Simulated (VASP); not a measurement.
## CsPbCl3: single point with PBE

CsPbCl3:

```xyz
5
Lattice="5.6050 0.0000 0.0000 0.0000 5.6050 0.0000 0.0000 0.0000 5.6050" Properties=species:S:1:pos:R:3 pbc="T T T"
Cs    0.0000    0.0000    0.0000
Pb    2.8025    2.8025    2.8025
Cl    0.0000    2.8025    2.8025
Cl    2.8025    2.8025    0.0000
Cl    2.8025    0.0000    2.8025
```

```
Program                : VASP 6.6.1
Task                   : single point
Functional             : PBE
Potentials or basis    : VASP PAW PBE potentials, release 64 (Cs_sv, Pb_d, Cl)
Cutoff                 : 520 eV
k mesh                 : 6 × 6 × 6
Occupations            : gaussian, width 0.05 eV
Spin                   : no spin polarisation
Dipole correction      : no
Further INCAR settings : ALGO = Normal; EDIFF = 1e-06; NBANDS = 30
```

```json
{
  "Pressure": "1.7 GPa",
  "Band gap on the k mesh": "1.94 eV"
}
```

Levels at points of the mesh, in eV from the valence-band top:
| k point | band 20 | band 21 | band 22 | band 23 | band 24 | band 25 |
| --- | --- | --- | --- | --- | --- | --- |
| (0.00, 0.00, 0.00) | -2.54 | -2.54 | -2.54 | 3.34 | 4.28 | 4.28 |
| (0.50, 0.00, 0.00) | -2.66 | -2.66 | -1.69 | 3.03 | 4.68 | 5.19 |
| (0.50, 0.50, 0.00) | -2.76 | -2.24 | -0.82 | 2.53 | 2.53 | 4.94 |
| (0.50, 0.50, 0.50) | -2.22 | -2.22 | 0.00 | 1.94 | 1.94 | 1.94 |

Run time: 110 s on 1 thread of Intel Xeon 8259CL (shared host), peak memory 0.31 GiB.

Caveat: spin-orbit coupling is left out, which moves the levels of the heavy elements. A k mesh can miss the band edges.
